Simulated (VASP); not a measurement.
# TiO2 (Pbcn) in VASP: single point with r2SCAN+U

Aim: the single point of TiO2 with r2SCAN+U.

Everything below comes from runs of VASP 6.6.1. Logs are shortened: lines on timing, memory, paths and dates and some standing lists are left out, and cuts for length are marked.

**1. The cell of the first run**

Symmetry: Pbcn, No. 60, orthorhombic system. The conventional cell has a = 4.602 Å, b = 5.564 Å, c = 4.906 Å, α = 90.00°, β = 90.00°, γ = 90.00°. Ti (site symmetry 2) has 6 O at 1.91 to 2.08 Å within 2.5 Å. O (site symmetry 1) has 4 Ti at 1.91 to 3.22 Å and 12 O at 2.59 to 3.01 Å within 3.3 Å.

**2. Single point, r2SCAN+U**

Input file POSCAR:

```
TiO2
1.0
    4.6019317318      0.0000000000      0.0000000000
    0.0000000000      5.5642750640      0.0000000000
    0.0000000000      0.0000000000      4.9061946477
Ti O
4 8
Direct
    0.5000000000      0.6708560041      0.7500000000
    0.0000000000      0.8291439959      0.2500000000
    0.5000000000      0.3291439959      0.2500000000
    0.0000000000      0.1708560041      0.7500000000
    0.7271562047      0.6166087122      0.0816330284
    0.2271562047      0.8833912878      0.9183669716
    0.7728437953      0.8833912878      0.5816330284
    0.2728437953      0.6166087122      0.4183669716
    0.7271562047      0.3833912878      0.5816330284
    0.2271562047      0.1166087122      0.4183669716
    0.7728437953      0.1166087122      0.0816330284
    0.2728437953      0.3833912878      0.9183669716
```

Input file INCAR.step1:

```
PREC     = Accurate       # precision mode
ENCUT    = 520            # plane-wave cutoff, eV
ISMEAR   = 0              # smearing method
SIGMA    = 0.02           # smearing width, eV
LREAL    = False          # projectors in reciprocal space
LASPH    = True           # aspherical terms in the spheres
NELM     = 150            # most SCF steps
LMAXMIX  = 4              # l up to which the mixer works
LDAU     = True           # DFT+U
LDAUTYPE = 2            
LDAUL    = 2 -1           # shell
LDAUU    = 4 0            # U, eV
LDAUJ    = 0 0          
NBANDS   = 60             # bands
GGA      = PE             # functional
ALGO     = Normal         # electronic algorithm
EDIFF    = 1E-4           # SCF threshold, eV
LWAVE    = True           # write WAVECAR
LCHARG   = False          # write CHGCAR
KPAR     = 4
```

Input file INCAR.step2:

```
PREC     = Accurate       # precision mode
ENCUT    = 520            # plane-wave cutoff, eV
EDIFF    = 1E-6           # SCF threshold, eV
ISMEAR   = 0              # smearing method
SIGMA    = 0.02           # smearing width, eV
LREAL    = False          # projectors in reciprocal space
LASPH    = True           # aspherical terms in the spheres
NELM     = 150            # most SCF steps
ALGO     = Normal         # electronic algorithm
ISIF     = 2              # what is computed and relaxed
LWAVE    = False          # write WAVECAR
LCHARG   = True           # write CHGCAR
LMAXMIX  = 4              # l up to which the mixer works
LDAU     = True           # DFT+U
LDAUTYPE = 2            
LDAUL    = 2 -1           # shell
LDAUU    = 4 0            # U, eV
LDAUJ    = 0 0          
LDAUPRINT= 1            
METAGGA  = R2SCAN         # meta-GGA
LMIXTAU  = True         
LVHAR    = True         
NBANDS   = 60             # bands
ISTART   = 1            
KPAR     = 4
```

Input file KPOINTS:

```
regular mesh
0
Gamma
  6 4 6
```

Potentials or basis: VASP PAW PBE potentials, release 64 (Ti_sv, O).

Command:

```
> cat potpaw_PBE.64/Ti_sv/POTCAR potpaw_PBE.64/O/POTCAR > POTCAR
> cp INCAR.step1 INCAR
> mpirun -np 4 vasp_std > vasp.out
> cp INCAR.step2 INCAR
> mpirun -np 4 vasp_std > vasp.out
```

OUTCAR:

```text
PREC = Accurate
   ENCUT = 520
   EDIFF = 1E-6
   ISMEAR = 0
   LREAL = False
   LASPH = True
   NELM = 150
   ISIF = 2
   METAGGA = R2SCAN
   ISTART = 1

 ion  position               nearest neighbor table
   1  0.500  0.671  0.750-   6 1.91   7 1.91   5 1.96   8 1.96   9 2.08  12 2.08
   2  0.000  0.829  0.250-   5 1.91   8 1.91   7 1.96   6 1.96  10 2.08  11 2.08
   3  0.500  0.329  0.250-  10 1.91  11 1.91   9 1.96  12 1.96   5 2.08   8 2.08
   4  0.000  0.171  0.750-   9 1.91  12 1.91  11 1.96  10 1.96   6 2.08   7 2.08
   5  0.727  0.617  0.082-   2 1.91   1 1.96   3 2.08
   6  0.227  0.883  0.918-   1 1.91   2 1.96   4 2.08
   7  0.773  0.883  0.582-   1 1.91   2 1.96   4 2.08
   8  0.273  0.617  0.418-   2 1.91   1 1.96   3 2.08
   9  0.727  0.383  0.582-   4 1.91   3 1.96   1 2.08
  10  0.227  0.117  0.418-   3 1.91   4 1.96   2 2.08
  11  0.773  0.117  0.082-   3 1.91   4 1.96   2 2.08
  12  0.273  0.383  0.918-   4 1.91   3 1.96   1 2.08

  LATTYP: Found a simple orthorhombic cell.
 ALAT       =     4.6019317318
 B/A-ratio  =     1.0661163471
 C/A-ratio  =     1.2091172552

  Lattice vectors:

 A1 = (  -4.6019317318,   0.0000000000,   0.0000000000)
 A2 = (   0.0000000000,   0.0000000000,   4.9061946477)
 A3 = (   0.0000000000,   5.5642750640,   0.0000000000)

Analysis of symmetry for initial positions (statically):
=====================================================================
 Subroutine PRICEL returns:
 Original cell was already a primitive cell.

 Routine SETGRP: Setting up the symmetry group for a
 simple orthorhombic supercell.

 Subroutine GETGRP returns: Found  8 space group operations
 (whereof  2 operations were pure point group operations)
 out of a pool of  8 trial point group operations.

The static configuration has the point symmetry S_2 .
 The point group associated with its full space group is D_2h.

Analysis of symmetry for dynamics (positions and initial velocities):
=====================================================================
 Subroutine PRICEL returns:
 Original cell was already a primitive cell.

 Routine SETGRP: Setting up the symmetry group for a
 simple orthorhombic supercell.

 Subroutine GETGRP returns: Found  8 space group operations
 (whereof  2 operations were pure point group operations)
 out of a pool of  8 trial point group operations.

The dynamic configuration has the point symmetry S_2 .
 The point group associated with its full space group is D_2h.

 Subroutine INISYM returns: Found  8 space group operations
 (whereof  2 operations are pure point group operations),
 and found     1 'primitive' translations

----------------------------------------------------------------------------------------

                                     Primitive cell

  volume of cell :     125.6301

  direct lattice vectors                    reciprocal lattice vectors
     4.601931732  0.000000000  0.000000000     0.217300051  0.000000000  0.000000000
     0.000000000  5.564275064  0.000000000     0.000000000  0.179717931  0.000000000
     0.000000000  0.000000000  4.906194648     0.000000000  0.000000000  0.203823956

  length of vectors
     4.601931732  5.564275064  4.906194648     0.217300051  0.179717931  0.203823956

  position of ions in fractional coordinates (direct lattice)
     0.500000000  0.670856004  0.750000000
     0.000000000  0.829143996  0.250000000
     0.500000000  0.329143996  0.250000000
     0.000000000  0.170856004  0.750000000
     0.727156205  0.616608712  0.081633028
     0.227156205  0.883391288  0.918366972
     0.772843795  0.883391288  0.581633028
[... 82 lines left out ...]
 SYSTEM =  unknown system
   PREC   = accura    normal or accurate (medium, high low for compatibility)
   ISTART =      1    job   : 0-new  1-cont  2-samecut
   ICHARG =      0    charge: 1-file 2-atom 10-const
   ISPIN  =      1    spin polarized calculation?
   LNONCOLLINEAR =      F non collinear calculations
   LSORBIT =      F    spin-orbit coupling
   LASPH  =      T    aspherical Exc in radial PAW
   ENCUT  =  520.0 eV  38.22 Ry    6.18 a.u.   8.56 10.35  9.12*2*pi/ulx,y,z
   NELM   =    150;   NELMIN=  2; NELMDL=  0     # of ELM steps
   EDIFF  = 0.1E-05   stopping-criterion for ELM
   LREAL  =      F    real-space projection
   EDIFFG = 0.1E-04   stopping-criterion for IOM
   NSW    =      0    number of steps for IOM
   IBRION =     -1    ionic relax: 0-MD 1-quasi-New 2-CG
   NFREE  =      0    steps in history (QN), initial steepest desc. (CG)
   ISIF   =      2    stress and relaxation
   ISYM   =      2    0-nonsym 1-usesym 2-fastsym
   POTIM  = 0.5000    time-step for ionic-motion
   TEBEG  =    0.0;   TEEND  =   0.0 temperature during run
   PSTRESS=    0.0 pullay stress
   NELECT =      96.0000    total number of electrons
   NUPDOWN=      -1.0000    fix difference up-down
   EMIN   =  10.00;   EMAX   =-10.00  energy-range for DOS
   EFERMI =   0.00;   METHOD = LEGACY
   ISMEAR =     0;   SIGMA  =   0.02  broadening in eV -4-tet -1-fermi 0-gaus
   EFERMI_NEDOS =   21; number of points for ismear=-14 and -15
   IALGO  =     38    algorithm
   IMIX   =      4    mixing-type and parameters
     AMIX     =   0.40;   BMIX     =  1.00
     AMIX_MAG =   1.60;   BMIX_MAG =  1.00
  volume/ion in A,a.u.               =      10.47        70.65
  Fermi-wavevector in a.u.,A,eV,Ry     =   1.496698  2.828348 30.478461  2.240104
  Thomas-Fermi vector in A             =   2.608681
   LORBIT       =      0    0 simple, 1 ext, 2 COOP (PROOUT), +10 PAW based schemes
 LDA+U is selected, type is set to LDAUTYPE =  2
   angular momentum for each species LDAUL =     2   -1
   U (eV)           for each species LDAUU =   4.0  0.0
   J (eV)           for each species LDAUJ =   0.0  0.0
   METAGGA = R2SCAN    functional components
   LHFCALC =     F    Hartree Fock is set to
   AEXX    =    0.0000 exact exchange contribution
   IVDW    =     0    specifies the selected vdW correction
   LEPSILON=     F    determine dielectric tensor
   LRPA    =     F    only Hartree local field effects (RPA)
 non-spin polarized calculation
 Gauss-broadening in eV      SIGMA  =   0.02
  energy-cutoff  :      520.00
  volume of cell :      125.63
 maximum number of plane-waves:      3412
 NGX is ok and might be reduce to    36
   NGX = 17   NGY = 21   NGZ = 19

atom =   1  type =  1  l = 2

 onsite density matrix

spin component  1
[... 116 lines left out ...]
  o =  0.0841  v = -0.5590  0.8292  0.0000 -0.0000 -0.0000  0.0000  0.0000  0.0000  0.0000  0.0000      0.0000  0.0000  0.0000  0.0000  0.0000  0.0000  0.0000  0.0000  0.0000  0.0000
  o =  0.0841  v =  0.0000  0.0000  0.0000  0.0000  0.0000 -0.5590  0.8292  0.0000 -0.0000 -0.0000      0.0000  0.0000  0.0000  0.0000  0.0000  0.0000  0.0000  0.0000  0.0000  0.0000
  o =  0.0859  v =  0.0000 -0.0000 -0.7880 -0.5669 -0.2401  0.0000  0.0000  0.0000  0.0000  0.0000      0.0000  0.0000  0.0000  0.0000  0.0000  0.0000  0.0000  0.0000  0.0000  0.0000
  o =  0.0859  v =  0.0000  0.0000  0.0000  0.0000  0.0000  0.0000 -0.0000 -0.7880 -0.5669 -0.2401      0.0000  0.0000  0.0000  0.0000  0.0000  0.0000  0.0000  0.0000  0.0000  0.0000
  o =  0.1007  v =  0.0000  0.0000  0.0000  0.0000  0.0000  0.0000  0.0000 -0.3131  0.0332  0.9491      0.0000  0.0000  0.0000  0.0000  0.0000  0.0000  0.0000  0.0000  0.0000  0.0000
  o =  0.1007  v =  0.0000  0.0000 -0.3131  0.0332  0.9491  0.0000  0.0000  0.0000  0.0000  0.0000      0.0000  0.0000  0.0000  0.0000  0.0000  0.0000  0.0000  0.0000  0.0000  0.0000
  o =  0.2354  v = -0.8292 -0.5590 -0.0000  0.0000  0.0000  0.0000  0.0000  0.0000  0.0000  0.0000      0.0000  0.0000  0.0000  0.0000  0.0000  0.0000  0.0000  0.0000  0.0000  0.0000
  o =  0.2354  v =  0.0000  0.0000  0.0000  0.0000  0.0000 -0.8292 -0.5590 -0.0000  0.0000  0.0000      0.0000  0.0000  0.0000  0.0000  0.0000  0.0000  0.0000  0.0000  0.0000  0.0000
  o =  0.2530  v =  0.0000 -0.0000  0.5301 -0.8231  0.2037  0.0000  0.0000  0.0000  0.0000  0.0000      0.0000  0.0000  0.0000  0.0000  0.0000  0.0000  0.0000  0.0000  0.0000  0.0000
  o =  0.2530  v =  0.0000  0.0000  0.0000  0.0000  0.0000  0.0000 -0.0000  0.5301 -0.8231  0.2037      0.0000  0.0000  0.0000  0.0000  0.0000  0.0000  0.0000  0.0000  0.0000  0.0000

 number of electron      96.0000005 magnetization

 Free energy of the ion-electron system (eV)
  ---------------------------------------------------
  ext. energy  EPLUGINS =         0.00000000
  ---------------------------------------------------
  free energy    TOTEN  =      -129.30377836 eV

  energy without entropy =     -129.30377836  energy(sigma->0) =     -129.30377836

 E-fermi :   4.5577     XC(G=0): -12.1597

 val. band max:        4.3804534723   @ k =   0.0000   0.0000   0.0000
 cond. band min:       7.8590829436   @ k =   0.0000   0.0000   0.5000
 fundamental gap:      3.4786294713
 Fermi energy:         4.5576882474

 k-point     1 :       0.0000    0.0000    0.0000
  band No.  band energies     occupation
      1     -55.3705      2.00000
      2     -55.3518      2.00000
      3     -55.3426      2.00000
      4     -55.3376      2.00000
      5     -30.6703      2.00000
      6     -30.5999      2.00000
[... 1501 lines left out ...]
     59       9.1815      0.00000
     60       9.1815      0.00000

 [... further k-points ...]

------------------------ aborting loop because EDIFF is reached ----------------------------------------

  FORCE on cell =-STRESS in cart. coord.  units (eV):
  Direction    XX          YY          ZZ          XY          YZ          ZX
  --------------------------------------------------------------------------------------
  -------------------------------------------------------------------------------------
  Total        1.7969503      0.6400171      4.6458706      0.0000000      0.0000000      0.0000000
  in kB       22.9167549      8.1622259     59.2494274      0.0000000      0.0000000      0.0000000
  external PRESSURE =      30.1094694 kB  Pullay stress =       0.0000000 kB

 VOLUME and BASIS-vectors are now :
 -----------------------------------------------------------------------------
  energy-cutoff  :      520.00
  volume of cell :      125.63
      direct lattice vectors                 reciprocal lattice vectors
     4.601931732  0.000000000  0.000000000     0.217300051  0.000000000  0.000000000
     0.000000000  5.564275064  0.000000000     0.000000000  0.179717931  0.000000000
     0.000000000  0.000000000  4.906194648     0.000000000  0.000000000  0.203823956

 POSITION                                       TOTAL-FORCE (eV/Angst)
 -----------------------------------------------------------------------------------
      2.30097      3.73283      3.67965        -0.000000     -0.315341      0.000000
      0.00000      4.61359      1.22655         0.000000      0.315341      0.000000
      2.30097      1.83145      1.22655         0.000000      0.315341     -0.000000
      0.00000      0.95069      3.67965        -0.000000     -0.315341     -0.000000
      3.34632      3.43098      0.40051        -0.005250     -0.164322      0.027823
      1.04536      4.91543      4.50569        -0.005250      0.164322     -0.027823
      3.55657      4.91543      2.85360         0.005250      0.164322      0.027823
      1.25561      3.43098      2.05259         0.005250     -0.164322     -0.027823
      3.34632      2.13329      2.85360        -0.005250      0.164322      0.027823
      1.04536      0.64884      2.05259        -0.005250     -0.164322     -0.027823
      3.55657      0.64884      0.40051         0.005250     -0.164322      0.027823
      1.25561      2.13329      4.50569         0.005250      0.164322     -0.027823
 -----------------------------------------------------------------------------------
    total drift:                                0.000000      0.000000     -0.000000

  FREE ENERGIE OF THE ION-ELECTRON SYSTEM (eV)
  ---------------------------------------------------
  free  energy   TOTEN  =      -129.3037783563 eV

  energy  without entropy=     -129.3037783563  energy(sigma->0) =     -129.30377836
```

Wall time 16 min (4 MPI ranks of Oxide Virtual Turin-like, shared host); peak memory 0.38 GiB.

Results:

```
Free energy            : -129.3038 eV
Pressure               : 3.0 GPa
Largest force          : 0.315 eV/Å
Band gap on the k mesh : 3.48 eV (least direct gap 3.50 eV)
```

Forces in eV/Å, atoms in the order of the input:
```
Ti   0.000 -0.315  0.000
Ti   0.000  0.315  0.000
Ti   0.000  0.315  0.000
Ti   0.000 -0.315  0.000
O   -0.005 -0.164  0.028
O   -0.005  0.164 -0.028
O    0.005  0.164  0.028
O    0.005 -0.164 -0.028
O   -0.005  0.164  0.028
O   -0.005 -0.164 -0.028
O    0.005 -0.164  0.028
O    0.005  0.164 -0.028
```

Eigenvalues of the final occupation matrices:
```
    site  spin  trace               eigenvalues
site 1 d     1   0.76  0.08 0.09 0.10 0.24 0.25
site 1 d     2   0.76  0.08 0.09 0.10 0.24 0.25
site 2 d     1   0.76  0.08 0.09 0.10 0.24 0.25
site 2 d     2   0.76  0.08 0.09 0.10 0.24 0.25
site 3 d     1   0.76  0.08 0.09 0.10 0.24 0.25
site 3 d     2   0.76  0.08 0.09 0.10 0.24 0.25
site 4 d     1   0.76  0.08 0.09 0.10 0.24 0.25
site 4 d     2   0.76  0.08 0.09 0.10 0.24 0.25
```

Caveat: the stress differs along the axes, from 1 to 6 GPa; the PAW data sets were made with another functional, which shifts forces and pressure a little. A k mesh can miss the band edges.
